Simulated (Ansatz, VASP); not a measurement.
# Ge in VASP and in Ansatz

```
CELL_PARAMETERS angstrom
0.00000 3.05507 2.71562
3.05507 0.00000 2.71562
3.05507 3.05507 0.00000
ATOMIC_POSITIONS crystal
Ge 0.50000 0.50000 0.50000
Ge 0.75000 0.75000 0.75000
```

Change from the starting cell: strain +0.080 along x and y, -0.040 along z, atoms carried along.

Alike in both runs: task single point; functional PBE; k mesh 14 × 14 × 14; occupations gaussian, width 0.15 eV; no spin polarisation.

```csv
,VASP,Ansatz
version,VASP 6.6.1,Ansatz 0.2.0
potentials or method,"VASP PAW PBE potentials, release 64 (Ge_d), cutoff 500 eV","scalar-relativistic, plane waves, PAW"
valence electrons in the cell,28,28
```

```tsv
	VASP	Ansatz	Ansatz less VASP
gap on the k mesh at the Fermi level (eV)	none	none	-
pressure (GPa)	-3.1	-3.0	+0.15
traceless stress, the component that is largest in VASP (GPa)	3.90	3.90	-0.008
```

A gap of «none» marks a metal or a gap that the smearing closes. The functional is the same, so the differences come from potentials, cutoffs and numerics.
